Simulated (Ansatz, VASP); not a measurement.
**One calculation of Sb, two programs**

```xyz
2
Lattice="2.1542 1.2437 3.7580 -2.1542 1.2437 3.7580 0.0000 -2.4875 3.7580" Properties=species:S:1:pos:R:3 pbc="T T T"
Sb    0.0000    0.0000    8.6416
Sb    0.0000    0.0000    2.6324
```

Alike in both runs: task relaxation of cell and atoms; functional RPBE; k mesh 8 × 8 × 8; occupations fermi-dirac, width 0.05 eV; no spin polarisation.

```csv
,VASP,Ansatz
version,VASP 6.6.1,Ansatz 0.2.0
potentials or method,"VASP PAW PBE potentials, release 64 (Sb), cutoff 600 eV","all-electron LAPW, scalar-relativistic"
```

Ansatz gave:

- relaxed volume (Å³/atom): 33.45
- relaxed cell length with the largest relative difference (Å): 4.733

Estimate VASP's values.

relaxed volume (Å³/atom): 33.28; relaxed cell length with the largest relative difference (Å): 4.713.

VASP's potentials were made for PBE, not for RPBE. Ansatz ran all-electron here, and VASP with PAW potentials.

Neither program's run includes spin-orbit coupling.
